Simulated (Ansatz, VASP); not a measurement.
Cu: VASP beside Ansatz

```
Cu
1.0
     4.22188    0.00000    0.00000
    -2.11094    3.65625    0.00000
     0.00000    0.00000    2.53409
Cu
3
Direct
  0.00000 0.00000 0.00000
  0.33333 0.66667 0.50000
  0.66667 0.33333 0.50000
```

Alike in both runs: task single point; functional r2SCAN; k mesh 10 × 10 × 14; occupations fermi-dirac, width 0.1 eV; no spin polarisation.

```csv
,VASP,Ansatz
version,VASP 6.6.1,Ansatz 0.2.0
potentials or method,"VASP PAW PBE potentials, release 64 (Cu), cutoff 520 eV","plane waves (500 eV) with PAW, scalar-relativistic"
valence electrons in the cell,33,57
```

|  | VASP | Ansatz | Ansatz less VASP |
| --- | --- | --- | --- |
| pressure (GPa) | -12.7 | -13.2 | -0.49 |
| traceless stress, the component that is largest in VASP (GPa) | -0.18 | -0.07 | +0.113 |

VASP's potentials were made for PBE, not for r2SCAN. VASP's potentials hold 33 valence electrons a cell and Ansatz's 57, so a difference there can come from the potentials and not from the codes.
